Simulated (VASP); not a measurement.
Input of a VASP 6.6.1 run:

File INCAR:

```
SYSTEM = Sm3BRh
PREC = Accurate ; ENCUT = 500
EDIFF = 1E-6 ; ISMEAR = 0
SIGMA = 0.1 ; LREAL = .FALSE.
LASPH = .TRUE. ; NELM = 200
ALGO = Normal ; ISIF = 2
LWAVE = .FALSE. ; LCHARG = .TRUE.
GGA = PE ; LELF = .TRUE.
LVHAR = .TRUE. ; NBANDS = 34
GGA_COMPAT = .FALSE. ; LMAXMIX = 6
```

File KPOINTS:

```
regular mesh
0
G
  8 8 8
  0 0 0
```

The input POSCAR:

```
Sm3BRh
1.0
    5.3062944312      0.0000000000      0.0000000000
    0.0000000000      5.3062944312      0.0000000000
    0.0000000000      0.0000000000      5.3062944312
Sm B Rh
3 1 1
Direct
    0.5000000000      0.0000000000      0.0000000000
    0.0000000000      0.5000000000      0.0000000000
    0.0000000000      0.0000000000      0.5000000000
    0.5000000000      0.5000000000      0.5000000000
    0.0000000000      0.0000000000      0.0000000000
```

Potentials or basis: VASP PAW PBE potentials, release 64 (Sm_3, B, Rh_pv), 4f in core.

The run is started by

```bash
$ cat potpaw_PBE.64/Sm_3/POTCAR potpaw_PBE.64/B/POTCAR potpaw_PBE.64/Rh_pv/POTCAR > POTCAR
$ mpirun -np 1 vasp_std > vasp.out
```

Question: Predict the band gap on the k mesh.

Answer: Zero (an odd number of electrons rules out a gap without spin polarisation).

Question: Estimate the pressure.

Answer: 0.3 GPa.

Caveat: spin-orbit coupling is left out, which moves the levels of the heavy elements; the 4f electrons are frozen in the core, so they carry no moment and show no levels. Spin polarisation is off, so any magnetic state and its effect on volume and gap are missing.
